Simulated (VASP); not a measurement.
As: single point with PBE

System: As, a slab with vacuum.

```xyz
4
Lattice="4.7309 0.0000 0.0000 0.0000 3.6921 0.0000 0.0000 0.0000 28.2704" Properties=species:S:1:pos:R:3 pbc="T T T"
As    0.3347    0.0000   10.6993
As    2.0307    1.8460   10.6993
As    2.7002    1.8460    8.3007
As    4.3961    0.0000    8.3007
```

```yaml
Program: VASP 6.6.1
Task: single point
Functional: PBE
Potentials_or_basis: VASP PAW PBE potentials, release 64 (As)
Cutoff: 520 eV
k_mesh: 6 × 6 × 1
Occupations: fermi-dirac, width 0.02 eV
Spin: no spin polarisation
Dipole_correction: yes
Further_INCAR_settings: ALGO = Normal; EDIFF = 1e-06; NBANDS = 18
```

```json
{"Largest force": "0.058 eV/Å", "Band gap on the k mesh": "0.84 eV (least direct gap 0.89 eV)"}
```

Forces in eV/Å, atoms in the order of the input:
```
As  -0.042  0.000  0.041
As   0.042  0.000  0.041
As  -0.042  0.000 -0.041
As   0.042  0.000 -0.041
```

Levels at points of the mesh, in eV from the valence-band top:
```tsv
k point	band 8	band 9	band 10	band 11	band 12	band 13
(0.00, 0.00, 0.00)	-1.51	-1.13	-0.05	0.84	2.10	2.52
(0.50, 0.00, 0.00)	-1.74	-0.68	-0.68	1.50	1.50	2.99
(0.00, 0.50, 0.00)	-2.23	-1.75	-1.75	1.24	1.24	1.86
(0.50, 0.50, 0.00)	-3.84	-1.32	-1.32	2.60	2.60	4.31
```

Wall time 5.3 min on 1 thread of Intel Xeon 8259CL, on a shared host, peak memory 0.52 GiB.
